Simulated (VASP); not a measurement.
A run of VASP 6.6.1:

File INCAR:

```
PREC = Accurate
ENCUT = 500
EDIFF = 1E-6
ISMEAR = -1
SIGMA = 0.05
LREAL = F
LASPH = T
NELM = 120
ALGO = Normal
ISIF = 2
LWAVE = F
LCHARG = F
GGA = PE
NBANDS = 9
GGA_COMPAT = F
```

KPOINTS

```
regular mesh
0
Gamma
  14 14 14
```

Contents of POSCAR:

```
Se
1.0
   -1.4038000000      1.4038000000      1.4038000000
    1.4038000000     -1.4038000000      1.4038000000
    1.4038000000      1.4038000000     -1.4038000000
Se
1
Direct
    0.0000000000      0.0000000000      0.0000000000
```

Potentials or basis: VASP PAW PBE potentials, release 64 (Se).

Command:

```sh
$ cat potpaw_PBE.64/Se/POTCAR > POTCAR
$ mpirun -np 1 vasp_std > vasp.out
```

Hardware: 1 thread of Intel(R) Xeon(R) 6975P-C (Granite Rapids), with other jobs on the host.

Task: How long does it take, and how much memory?

Result: Wall time 3.5 s on 1 thread of Intel(R) Xeon(R) 6975P-C (Granite Rapids), with other jobs on the host, peak memory 0.12 GiB. Counts: scf iterations 10, k points 104.
